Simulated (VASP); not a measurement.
# Ru (P6_3/mmc) in VASP: a series of runs

Ru is run at these levels: PBEsol; tasks: single point.

Everything below comes from runs of VASP 6.6.1. Logs are shortened: lines on timing, memory, paths and dates and some standing lists are left out, and cuts for length are marked.

### 1 The cell of the first run

It takes space group P6_3/mmc (No. 194, hexagonal). The conventional cell has a = 2.581 Å, b = 2.581 Å, c = 4.063 Å, α = 90.00°, β = 90.00°, γ = 120.00°. Within 3.3 Å of Ru (site symmetry -6m2) lie 12 Ru at 2.52 to 2.58 Å.

### 2 Single point, PBEsol, collinear spin, ferromagnetic start (11.72 Å³/atom)

Contents of INCAR:

```
PREC = Accurate ; ENCUT = 520
EDIFF = 1E-7 ; ISMEAR = -1
SIGMA = 0.05 ; LREAL = False
LASPH = True ; NELM = 150
ALGO = Normal ; ISIF = 2
LWAVE = False ; LCHARG = True
ISPIN = 2 ; MAGMOM = 1 1
LORBIT = 11 ; LMAXMIX = 4
GGA = PS ; LELF = True
LVHAR = True ; NBANDS = 25
```

Contents of KPOINTS:

```
Automatic mesh
0
Gamma
  22 22 12
```

Contents of POSCAR:

```
Ru
1.0
    2.5812182445      0.0000000000      0.0000000000
   -1.2906091222      2.2354005725      0.0000000000
    0.0000000000      0.0000000000      4.0632792661
Ru
2
Direct
    0.3333333333      0.6666666667      0.2500000000
    0.6666666667      0.3333333333      0.7500000000
```

Potentials or basis: VASP PAW PBE potentials, release 64 (Ru_pv).

Launch:

```sh
$ cat potpaw_PBE.64/Ru_pv/POTCAR > POTCAR
$ mpirun -np 1 vasp_std > vasp.out
```

OUTCAR:

```text
PREC = Accurate
   ENCUT = 520
   EDIFF = 1E-7
   ISMEAR = -1
   LREAL = False
   LASPH = True
   NELM = 150
   ISIF = 2
   ISPIN = 2
   LORBIT = 11
   GGA = PS

 ion  position               nearest neighbor table
   1  0.333  0.667  0.250-   2 2.52   2 2.52   2 2.52   2 2.52   2 2.52   2 2.52
   2  0.667  0.333  0.750-   1 2.52   1 2.52   1 2.52   1 2.52   1 2.52   1 2.52

  LATTYP: Found a hexagonal cell.
 ALAT       =     2.5812182445
 C/A-ratio  =     1.5741711398

  Lattice vectors:

 A1 = (   2.5812182445,   0.0000000000,   0.0000000000)
 A2 = (  -1.2906091222,   2.2354005725,   0.0000000000)
 A3 = (   0.0000000000,   0.0000000000,   4.0632792661)

Analysis of symmetry for initial positions (statically):
=====================================================================
 Subroutine PRICEL returns:
 Original cell was already a primitive cell.

 Routine SETGRP: Setting up the symmetry group for a
 hexagonal supercell.

 Subroutine GETGRP returns: Found 24 space group operations
 (whereof 12 operations were pure point group operations)
 out of a pool of 24 trial point group operations.

The static configuration has the point symmetry D_3d.
 The point group associated with its full space group is D_6h.

Analysis of symmetry for dynamics (positions and initial velocities):
=====================================================================
 Subroutine PRICEL returns:
 Original cell was already a primitive cell.

 Routine SETGRP: Setting up the symmetry group for a
 hexagonal supercell.

 Subroutine GETGRP returns: Found 24 space group operations
 (whereof 12 operations were pure point group operations)
 out of a pool of 24 trial point group operations.

The dynamic configuration has the point symmetry D_3d.
 The point group associated with its full space group is D_6h.

Analysis of structural, dynamic, and magnetic symmetry:
=====================================================================
 Subroutine PRICEL returns:
 Original cell was already a primitive cell.

 Routine SETGRP: Setting up the symmetry group for a
 hexagonal supercell.

 Subroutine GETGRP returns: Found 24 space group operations
 (whereof 12 operations were pure point group operations)
 out of a pool of 24 trial point group operations.

The overall configuration has the point symmetry D_3d.
 The point group associated with its full space group is D_6h.

 Subroutine INISYM returns: Found 24 space group operations
 (whereof 12 operations are pure point group operations),
 and found     1 'primitive' translations

----------------------------------------------------------------------------------------

                                     Primitive cell

  volume of cell :      23.4454

  direct lattice vectors                    reciprocal lattice vectors
     2.581218245  0.000000000  0.000000000     0.387413967  0.223673558  0.000000000
    -1.290609122  2.235400573  0.000000000     0.000000000  0.447347116  0.000000000
     0.000000000  0.000000000  4.063279266     0.000000000  0.000000000  0.246106638

  length of vectors
     2.581218245  2.581218245  4.063279266     0.447347116  0.447347116  0.246106638

  position of ions in fractional coordinates (direct lattice)
     0.333333333  0.666666667  0.250000000
     0.666666667  0.333333333  0.750000000

  ion indices of the primitive-cell ions
   primitive index   ion index
                 1           1
                 2           2

----------------------------------------------------------------------------------------

 KPOINTS: Automatic mesh

Automatic generation of k-mesh.
 Grid dimensions read from file:
 generate k-points for:   22   22   12

 Generating k-lattice:

  Cartesian coordinates                     Fractional coordinates (reciprocal lattice)
     0.017609726  0.010166980  0.000000000     0.045454545  0.000000000  0.000000000
     0.000000000  0.020333960  0.000000000     0.000000000  0.045454545  0.000000000
     0.000000000  0.000000000  0.020508887     0.000000000  0.000000000  0.083333333

  Length of vectors
     0.020333960  0.020333960  0.020508887

  Shift w.r.t. Gamma in fractional coordinates (k-lattice)
     0.000000000  0.000000000  0.000000000

 Subroutine IBZKPT returns following result:
 ===========================================

 Found    364 irreducible k-points:

 Following reciprocal coordinates:
            Coordinates               Weight
  0.000000  0.000000  0.000000      1.000000
  0.045455 -0.000000  0.000000      6.000000
  0.090909 -0.000000  0.000000      6.000000
  0.136364  0.000000  0.000000      6.000000
  0.181818  0.000000  0.000000      6.000000
  0.227273  0.000000  0.000000      6.000000
[... 16 lines left out ...]
  0.090909  0.090909  0.000000      6.000000
  0.136364  0.090909  0.000000     12.000000
 [... further k-points ...]
   k-points           NKPTS =    364   k-points in BZ     NKDIM =    364   number of bands    NBANDS=     25
   number of dos      NEDOS =    301   number of ions     NIONS =      2
   total plane-waves  NPLWV =  12000
   dimension x,y,z NGX =    20 NGY =   20 NGZ =   30
   dimension x,y,z NGXF=    40 NGYF=   40 NGZF=   60
   ions per type =               2
   NGX,Y,Z   is equivalent  to a cutoff of  12.88, 12.88, 12.27 a.u.
   NGXF,Y,Z  is equivalent  to a cutoff of  25.76, 25.76, 24.55 a.u.
 SYSTEM =  unknown system
   PREC   = accura    normal or accurate (medium, high low for compatibility)
   ISTART =      0    job   : 0-new  1-cont  2-samecut
   ICHARG =      2    charge: 1-file 2-atom 10-const
   ISPIN  =      2    spin polarized calculation?
   LNONCOLLINEAR =      F non collinear calculations
   LSORBIT =      F    spin-orbit coupling
   LASPH  =      T    aspherical Exc in radial PAW
   ENCUT  =  520.0 eV  38.22 Ry    6.18 a.u.   4.80  4.80  7.56*2*pi/ulx,y,z
   NELM   =    150;   NELMIN=  2; NELMDL= -5     # of ELM steps
   EDIFF  = 0.1E-06   stopping-criterion for ELM
   LREAL  =      F    real-space projection
   EDIFFG = 0.1E-05   stopping-criterion for IOM
   NSW    =      0    number of steps for IOM
   IBRION =     -1    ionic relax: 0-MD 1-quasi-New 2-CG
   NFREE  =      0    steps in history (QN), initial steepest desc. (CG)
   ISIF   =      2    stress and relaxation
   ISYM   =      2    0-nonsym 1-usesym 2-fastsym
   POTIM  = 0.5000    time-step for ionic-motion
   TEBEG  =    0.0;   TEEND  =   0.0 temperature during run
   PSTRESS=    0.0 pullay stress
   NELECT =      28.0000    total number of electrons
   NUPDOWN=      -1.0000    fix difference up-down
   EMIN   =  10.00;   EMAX   =-10.00  energy-range for DOS
   EFERMI =   0.00;   METHOD = LEGACY
   ISMEAR =    -1;   SIGMA  =   0.05  broadening in eV -4-tet -1-fermi 0-gaus
   EFERMI_NEDOS =   21; number of points for ismear=-14 and -15
   IALGO  =     38    algorithm
   IMIX   =      4    mixing-type and parameters
     AMIX     =   0.40;   BMIX     =  1.00
     AMIX_MAG =   1.60;   BMIX_MAG =  1.00
  volume/ion in A,a.u.               =      11.72        79.11
  Fermi-wavevector in a.u.,A,eV,Ry     =   1.736902  3.282268 41.046433  3.016828
  Thomas-Fermi vector in A             =   2.810228
   LORBIT       =     11    0 simple, 1 ext, 2 COOP (PROOUT), +10 PAW based schemes
   GGA     = PS    functional components
   LHFCALC =     F    Hartree Fock is set to
   AEXX    =    0.0000 exact exchange contribution
   IVDW    =     0    specifies the selected vdW correction
   LEPSILON=     F    determine dielectric tensor
   LRPA    =     F    only Hartree local field effects (RPA)
 spin polarized calculation
  energy-cutoff  :      520.00
  volume of cell :       23.45
 maximum number of plane-waves:       648
 NGX is ok and might be reduce to    20
   NGX =  9   NGY =  9   NGZ = 15

 number of electron      28.0000012 magnetization       0.0000980

 number of electron      28.0000012 magnetization      -0.0000010

 Free energy of the ion-electron system (eV)
  ---------------------------------------------------
  ext. energy  EPLUGINS =         0.00000000
  ---------------------------------------------------
  free energy    TOTEN  =       -19.81501227 eV

  energy without entropy =      -19.80586218  energy(sigma->0) =      -19.81043722

 E-fermi :  15.5905     XC(G=0): -15.2085

 val. band max:       15.5824273338   @ k =   0.1818   0.1364   0.1667
 cond. band min:      15.5970740510   @ k =   0.2727   0.2273   0.2500
 fundamental gap:      0.0146467172
 Fermi energy:        15.5905450359

 spin component 1

 k-point     1 :       0.0000    0.0000    0.0000
  band No.  band energies     occupation
      1     -28.7191      1.00000
      2     -27.2088      1.00000
      3     -27.2088      1.00000
      4     -26.9348      1.00000
      5     -26.9348      1.00000
      6     -26.8568      1.00000
[... 17 lines left out ...]
     24      34.2375      0.00000
     25      39.6880      0.00000
[... 621 lines left out ...]
      3     -27.4618      1.00000
      4     -27.2510      1.00000
      5     -27.0178      1.00000
      6     -26.9589      1.00000
[... 17 lines left out ...]
     24      34.8709      0.00000
     25      34.9881      0.00000

 [... further k-points ...]

 spin component 2

 k-point     1 :       0.0000    0.0000    0.0000
  band No.  band energies     occupation
      1     -28.7191      1.00000
      2     -27.2088      1.00000
      3     -27.2088      1.00000
      4     -26.9348      1.00000
      5     -26.9348      1.00000
      6     -26.8568      1.00000
[... 17 lines left out ...]
     24      34.2375      0.00000
     25      39.6880      0.00000
[... 621 lines left out ...]
      3     -27.4618      1.00000
      4     -27.2510      1.00000
      5     -27.0178      1.00000
      6     -26.9589      1.00000
[... 17 lines left out ...]
     24      34.8709      0.00000
     25      34.9881      0.00000

 [... further k-points ...]

------------------------ aborting loop because EDIFF is reached ----------------------------------------

  FORCE on cell =-STRESS in cart. coord.  units (eV):
  Direction    XX          YY          ZZ          XY          YZ          ZX
  --------------------------------------------------------------------------------------
  -------------------------------------------------------------------------------------
  Total        8.5709874      8.5709874      9.4322762      0.0000000      0.0000000      0.0000000
  in kB      585.7127548    585.7127549    644.5703677      0.0000000      0.0000000      0.0000000
  external PRESSURE =     605.3319591 kB  Pullay stress =       0.0000000 kB

 VOLUME and BASIS-vectors are now :
 -----------------------------------------------------------------------------
  energy-cutoff  :      520.00
  volume of cell :       23.45
      direct lattice vectors                 reciprocal lattice vectors
     2.581218245  0.000000000  0.000000000     0.387413967  0.223673558  0.000000000
    -1.290609122  2.235400573  0.000000000     0.000000000  0.447347116  0.000000000
     0.000000000  0.000000000  4.063279266     0.000000000  0.000000000  0.246106638

 POSITION                                       TOTAL-FORCE (eV/Angst)
 -----------------------------------------------------------------------------------
     -0.00000      1.49027      1.01582        -0.000000      0.000000      0.000000
      1.29061      0.74513      3.04746         0.000000     -0.000000      0.000000
 -----------------------------------------------------------------------------------
    total drift:                               -0.000000      0.000000     -0.000000

  FREE ENERGIE OF THE ION-ELECTRON SYSTEM (eV)
  ---------------------------------------------------
  free  energy   TOTEN  =       -19.8150122672 eV

  energy  without entropy=      -19.8058621788  energy(sigma->0) =      -19.81043722

 total charge

# of ion       s       p       d       tot
------------------------------------------
    1        0.469   6.422   6.143  13.034
    2        0.469   6.422   6.143  13.034
--------------------------------------------------
tot          0.937  12.845  12.287  26.068

 magnetization (x)

# of ion       s       p       d       tot
------------------------------------------
    1        0.000   0.000  -0.000   0.000
    2        0.000   0.000  -0.000   0.000
--------------------------------------------------
tot          0.000   0.000  -0.000   0.000
```

Run time: 2.6 min. Hardware: 1 thread of Intel Xeon 6975P-C (Granite Rapids), shared host; peak memory 0.36 GiB.

Results:

* Free energy: -19.8150 eV
* Pressure: 60.5 GPa
* Band gap on the k mesh: zero (filled and empty bands overlap)
* Net moment: 0.00 μB per cell
* Valence electrons inside the program's atomic spheres: Ru 13.03

Levels at points of the mesh, in eV from the Fermi level:
Spin up:
| k point | band 11 | band 12 | band 13 | band 14 | band 15 | band 16 | band 17 | band 18 |
| --- | --- | --- | --- | --- | --- | --- | --- | --- |
| (0.00, 0.00, 0.00) | -2.98 | -2.40 | -2.40 | -1.80 | -1.80 | 1.45 | 1.45 | 1.55 |
| (0.50, 0.00, 0.00) | -2.48 | -2.08 | -1.82 | 1.79 | 2.34 | 2.49 | 4.95 | 7.26 |
| (0.00, 0.00, 0.50) | -3.50 | -3.50 | -3.18 | -3.18 | 0.71 | 0.71 | 0.71 | 0.71 |
| (0.50, 0.00, 0.50) | -1.37 | -1.37 | 0.55 | 0.55 | 2.12 | 2.12 | 4.02 | 4.02 |
Spin down:
```tsv
k point	band 11	band 12	band 13	band 14	band 15	band 16	band 17	band 18
(0.00, 0.00, 0.00)	-2.98	-2.40	-2.40	-1.80	-1.80	1.45	1.45	1.55
(0.50, 0.00, 0.00)	-2.48	-2.08	-1.82	1.79	2.34	2.49	4.95	7.26
(0.00, 0.00, 0.50)	-3.50	-3.50	-3.18	-3.18	0.71	0.71	0.71	0.71
(0.50, 0.00, 0.50)	-1.37	-1.37	0.55	0.55	2.12	2.12	4.02	4.02
```

Caveat: the cell stands under pressure; an empty level that is flat over the whole mesh can mark a ghost state of the potentials, or a narrow d or f band; the PAW data sets were made with another functional, which shifts forces and pressure a little.

### 3 Single point, PBEsol, collinear spin, ferromagnetic start

This run uses another cell than the first one, of 13.32 Å³/atom.

Contents of INCAR:

```
SYSTEM = Ru
PREC = Accurate
ENCUT = 520
EDIFF = 1E-6
ISMEAR = -1
SIGMA = 0.05
LREAL = .FALSE.
LASPH = .TRUE.
NELM = 150
ALGO = Normal
ISIF = 2
LWAVE = .FALSE.
LCHARG = .TRUE.
ISPIN = 2
MAGMOM = 1 1
LORBIT = 11
LMAXMIX = 4
GGA = PS
LELF = .TRUE.
LVHAR = .TRUE.
NBANDS = 25
```

Contents of KPOINTS:

```
Automatic mesh
0
G
  22 22 12
  0 0 0
```

Contents of POSCAR:

```
Ru
1.0
    2.6935838660      0.0000000000      0.0000000000
   -1.3467919330      2.3327120552      0.0000000000
    0.0000000000      0.0000000000      4.2401619846
Ru
2
Direct
    0.3333333333      0.6666666667      0.2500000000
    0.6666666667      0.3333333333      0.7500000000
```

Potentials or basis: VASP PAW PBE potentials, release 64 (Ru_pv).

Launch:

```sh
$ cat potpaw_PBE.64/Ru_pv/POTCAR > POTCAR
$ mpirun -np 1 vasp_std > vasp.out
```

Run time: 8.1 min. Hardware: 1 thread of AMD EPYC 7R13, shared host; peak memory 0.37 GiB.

It converged, with:

* Free energy: -20.3514 eV
* Pressure: -0.1 GPa
* Band gap on the k mesh: zero (filled and empty bands overlap)
* Net moment: 0.00 μB per cell
* Valence electrons inside the program's atomic spheres: Ru 12.70

Stress tensor (GPa, compression positive):
```
-0.56  0.00  0.00
 0.00 -0.56  0.00
 0.00  0.00  0.76
```

Levels at points of the mesh, in eV from the Fermi level:
Spin up:
| k point | band 11 | band 12 | band 13 | band 14 | band 15 | band 16 | band 17 | band 18 |
| --- | --- | --- | --- | --- | --- | --- | --- | --- |
| (0.00, 0.00, 0.00) | -2.46 | -1.97 | -1.97 | -1.48 | -1.48 | 1.22 | 1.22 | 1.31 |
| (0.50, 0.00, 0.00) | -2.11 | -1.89 | -1.55 | 1.45 | 1.89 | 2.01 | 4.14 | 6.21 |
| (0.00, 0.00, 0.50) | -2.88 | -2.88 | -2.78 | -2.78 | 0.57 | 0.57 | 0.57 | 0.57 |
| (0.50, 0.00, 0.50) | -1.12 | -1.12 | 0.43 | 0.43 | 1.72 | 1.72 | 3.43 | 3.43 |
Spin down:
```tsv
k point	band 10	band 11	band 12	band 13	band 14	band 15	band 16	band 17	band 18	band 19
(0.00, 0.00, 0.00)	-2.69	-2.46	-1.97	-1.97	-1.48	-1.48	1.22	1.22	1.31	10.21
(0.50, 0.00, 0.00)	-3.16	-2.11	-1.89	-1.55	1.45	1.89	2.01	4.14	6.21	10.24
(0.00, 0.00, 0.50)	-2.88	-2.88	-2.88	-2.78	-2.78	0.57	0.57	0.57	0.57	10.24
(0.50, 0.00, 0.50)	-4.66	-1.12	-1.12	0.43	0.43	1.72	1.72	3.43	3.43	10.22
```

Caveat: an empty level that is flat over the whole mesh can mark a ghost state of the potentials, or a narrow d or f band; the PAW data sets were made with another functional, which shifts forces and pressure a little.

(Part 1 of 2 ends here.)
